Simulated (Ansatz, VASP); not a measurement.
**CuI: VASP beside Ansatz**

```
CELL_PARAMETERS angstrom
0.00000 3.05512 3.05512
3.05512 0.00000 3.05512
3.05512 3.05512 0.00000
ATOMIC_POSITIONS crystal
Cu 0.00000 0.00000 0.00000
I 0.25000 0.25000 0.25000
```

Alike in both runs: task single point; functional HSE06; k mesh 4 × 4 × 4; occupations fermi-dirac, width 0.05 eV; no spin polarisation.

|  | VASP | Ansatz |
| --- | --- | --- |
| version | VASP 6.6.1 | Ansatz 0.2.0 development build |
| potentials or method | VASP PAW PBE potentials, release 64 (Cu, I) | plane waves, PAW datasets (generated soft set 1) |
| plane-wave cutoff (eV) | 520 | 420 |
| valence electrons in the cell | 18 | 36 |

```csv
,VASP,Ansatz,Ansatz less VASP
gap on the k mesh at the Fermi level (eV),2.55,2.59,+0.043
```

The functional is the same, so the differences come from potentials, cutoffs and numerics. VASP's potentials hold 18 valence electrons a cell and Ansatz's 36, so a difference there can come from the potentials and not from the codes.

The k mesh is coarse, so the values compare programs but aren't converged. Neither program's run includes spin-orbit coupling.
